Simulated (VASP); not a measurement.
A run of VASP 6.6.1:

File INCAR:

```
SYSTEM = Mn3Al
PREC = Accurate
ENCUT = 520
EDIFF = 1E-7
ISMEAR = 0
SIGMA = 0.1
LREAL = .False.
LASPH = .True.
NELM = 150
ALGO = Normal
ISIF = 2
LWAVE = .False.
LCHARG = .True.
ISPIN = 2
MAGMOM = -1.18 -1.18 2.4 0
LORBIT = 11
LMAXMIX = 4
GGA = PS
LELF = .True.
LVHAR = .True.
NBANDS = 33
```

The input KPOINTS:

```
Automatic mesh
0
Gamma
  12 12 12
  0 0 0
```

File POSCAR:

```
Mn3Al
1.0
    0.0000000000      2.8698449943      2.8698449943
    2.8698449943      0.0000000000      2.8698449943
    2.8698449943      2.8698449943      0.0000000000
Mn Al
3 1
Direct
    0.7500000000      0.7500000000      0.7500000000
    0.2500000000      0.2500000000      0.2500000000
    0.0000000000      0.0000000000      0.0000000000
    0.5000000000      0.5000000000      0.5000000000
```

Potentials or basis: VASP PAW PBE potentials, release 64 (Mn_pv, Al).

The run is started by

```bash
$ cat potpaw_PBE.64/Mn_pv/POTCAR potpaw_PBE.64/Al/POTCAR > POTCAR
$ mpirun -np 1 vasp_std > vasp.out
```

Hardware: 1 thread of Intel Xeon 8259CL, on a shared host.

Question: How long does it take, and how much memory?

Answer: It took 9.7 min on 1 thread of Intel Xeon 8259CL, on a shared host, peak memory 0.3 GiB. Counts: scf iterations 27, k points 72.
